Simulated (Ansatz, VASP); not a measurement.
Two plane-wave programs on Sb

File INCAR:

```
PREC     = Accurate       # precision mode
ENCUT    = 600            # plane-wave cutoff, eV
EDIFF    = 1E-7           # SCF threshold, eV
ISMEAR   = 0              # smearing method
SIGMA    = 0.1            # smearing width, eV
LREAL    = F              # projectors in reciprocal space
LASPH    = T              # aspherical terms in the spheres
NELM     = 80             # most SCF steps
ALGO     = Normal         # electronic algorithm
ISIF     = 3              # what is computed and relaxed
LWAVE    = F              # write WAVECAR
LCHARG   = F              # write CHGCAR
GGA      = PE             # functional
IBRION   = 2              # ionic algorithm
NSW      = 90             # ionic steps
EDIFFG   = -0.04          # ionic threshold
```

The input KPOINTS:

```
regular mesh
0
Gamma
  4 4 4
```

File POSCAR:

```
Sb
1.0
    2.9885618200     -6.3739824600      0.0000000000
    2.9885618200      6.3739824600      0.0000000000
    0.0000000000      0.0000000000      4.2477171800
Sb
6
Direct
    0.1019200500      0.3216338200      0.5000000000
    0.8980799500      0.6783661800      0.5000000000
    0.3216338200      0.1019200500      0.5000000000
    0.6783661800      0.8980799500      0.5000000000
    0.0000000000      0.5000000000      0.0000000000
    0.5000000000      0.0000000000      0.0000000000
```

Input for Ansatz:

```yaml
crystal:
  lattice:
    - [2.98856182, -6.37398246, 0.0]
    - [2.98856182, 6.37398246, 0.0]
    - [0.0, 0.0, 4.24771718]
  atoms:
    - { symbol: Sb, position: [0.10192005, 0.32163382, 0.5] }
    - { symbol: Sb, position: [0.89807995, 0.67836618, 0.5] }
    - { symbol: Sb, position: [0.32163382, 0.10192005, 0.5] }
    - { symbol: Sb, position: [0.67836618, 0.89807995, 0.5] }
    - { symbol: Sb, position: [0.0, 0.5, 0.0] }
    - { symbol: Sb, position: [0.5, 0.0, 0.0] }
basis:
  ecutwfc: 420
kpoints:
  mp_grid: { grid: [4, 4, 4] }
hamiltonian:
  xc: pbe
scf:
  occupations: { method: gaussian, width: 0.1 }
  lower_state_search: "off"
output:
  forces: true
  stress: true
  eigenvalues: true
relax:
  adjacent_minimum: "off"
  f_tol: 0.04
  max_steps: 70
  cell: { stress_tol: 0.4 }
```

Alike in both runs: task relaxation of cell and atoms; functional PBE; k mesh 4 × 4 × 4; occupations gaussian, width 0.1 eV; no spin polarisation.

|  | VASP | Ansatz |
| --- | --- | --- |
| version | VASP 6.6.1 | Ansatz 0.2.0 |
| potentials or method | VASP PAW PBE potentials, release 64 (Sb), cutoff 600 eV | scalar-relativistic, plane waves, PAW |
| valence electrons in the cell | 30 | 90 |

Ansatz gave:

| Item | Value |
| --- | --- |
| gap on the k mesh at the Fermi level, each at its own relaxed structure (eV) | none |
| relaxed volume (Å³/atom) | 33.51 |
| relaxed cell length with the largest relative difference (Å) | 4.575 |

Question: What did VASP give for the same quantities?

Answer: gap on the k mesh at the Fermi level, each at its own relaxed structure (eV): none; relaxed volume (Å³/atom): 33.58; relaxed cell length with the largest relative difference (Å): 4.585.

A gap of «none» marks a metal or a gap that the smearing closes. VASP's potentials hold 30 valence electrons a cell and Ansatz's 90, so a difference there can come from the potentials and not from the codes.

The k mesh is coarse, so the values compare programs but aren't converged. Spin-orbit coupling is off throughout. Noted on VASP's run: the volume moved by over 15 % at a fixed basis, so the end points are rough.
